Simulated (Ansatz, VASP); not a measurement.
Al: VASP beside Ansatz

```xyz
4
Lattice="2.7018 0.0000 0.0000 -1.3509 2.3399 0.0000 0.0000 0.0000 9.2410" Properties=species:S:1:pos:R:3 pbc="T T T"
Al   -0.5827    0.0000    0.0000
Al    0.0000    1.5599    2.3103
Al    0.5827    0.0000    4.6205
Al    1.3509    0.7800    6.9308
```

Change from the starting cell: mode 4 frozen in at -0.607 Å, equal normal strain along x and y -0.0400.

Alike in both runs: task single point; functional PBE; dispersion D3(BJ); k mesh 18 × 18 × 4; occupations gaussian, width 0.15 eV; no spin polarisation.

```csv
,VASP,Ansatz
version,VASP 6.6.1,Ansatz 0.2.0
potentials or method,"VASP PAW PBE potentials, release 64 (Al), cutoff 520 eV","scalar-relativistic, plane waves, PAW"
valence electrons in the cell,12,12
```

|  | VASP | Ansatz | Ansatz less VASP |
| --- | --- | --- | --- |
| gap on the k mesh at the Fermi level (eV) | none | none | - |
| pressure (GPa) | 11.8 | 11.8 | -0.01 |
| traceless stress, the component that is largest in VASP (GPa) | 1.36 | 1.36 | 0.000 |
| rms of the force components (eV/Å) | 0.306 | 0.306 | 0.0000 |

Atom by atom the forces differ by 0.000 eV/Å (rms over components). A gap of «none» marks a metal or a gap that the smearing closes.
